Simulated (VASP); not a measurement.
Set up this calculation in VASP 6.6.1, as the native input.

```
Task                   : single point
Functional             : PBE
Potentials or basis    : VASP PAW PBE potentials, release 64 (Zr_sv, H)
Cutoff                 : 520 eV
k mesh                 : 3 × 2 × 3
Occupations            : fermi-dirac, width 0.05 eV
Spin                   : no spin polarisation
Dipole correction      : no
Further INCAR settings : ALGO = Normal; EDIFF = 1e-06; NBANDS = 84
```

The structure of Zr12H (a cell with a defect) lies in POSCAR:

```
Zr12H
1.0
    6.4600000000      0.0000000000      0.0000000000
   -4.8450000000      8.3917860000      0.0000000000
    0.0000000000      0.0000000000      5.1453900000
Zr H
12 1
Direct
   -0.0115985147     -0.0118176274     -0.0037316899
    0.1678507281      0.2216317242      0.4934100233
   -0.0031024162      0.3374549828      0.0031099683
    0.1657074138      0.5548998747      0.5119998678
    0.0053169041      0.6692867287      0.0066253481
    0.1667989370      0.8891263433      0.5059066465
    0.4984373059      0.0020266246      0.0031618595
    0.6712707400      0.2250668690      0.4989250572
    0.5131350412      0.3397973924     -0.0198426164
    0.6710126831      0.5589770759      0.4948456774
    0.4946423652      0.6627792939      0.0009359835
    0.6608887612      0.8856273265      0.5001723873
    0.1675782628      0.2196226167      1.0637044034
```

The input as run:

INCAR

```
PREC     = Accurate       # precision mode
ENCUT    = 520            # plane-wave cutoff, eV
EDIFF    = 1E-6           # SCF threshold, eV
ISMEAR   = -1             # smearing method
SIGMA    = 0.05           # smearing width, eV
LREAL    = False          # projectors in reciprocal space
LASPH    = True           # aspherical terms in the spheres
NELM     = 60             # most SCF steps
ALGO     = Normal         # electronic algorithm
ISIF     = 2              # what is computed and relaxed
LWAVE    = False          # write WAVECAR
LCHARG   = False          # write CHGCAR
GGA      = PE             # functional
NBANDS   = 84             # bands
```

KPOINTS

```
Automatic mesh
0
Gamma
  3 2 3
```

Potentials or basis: VASP PAW PBE potentials, release 64 (Zr_sv, H).

The run is started by

```console
$ cat potpaw_PBE.64/Zr_sv/POTCAR potpaw_PBE.64/H/POTCAR > POTCAR
$ mpirun -np 1 vasp_std > vasp.out
```

Results of the run:

The pressure is 2.2 GPa. The largest force is 0.428 eV/Å and the band gap on the k mesh is zero (an odd number of electrons rules out a gap without spin polarisation).

Caveat: the k points lie up to 0.41 Å⁻¹ apart, too coarse for converged energies and pressures of a metal.

It took 4.1 min on 1 thread of AMD EPYC 9R45 96-Core Processor (Zen 5) (shared host), peak memory 0.4 GiB.
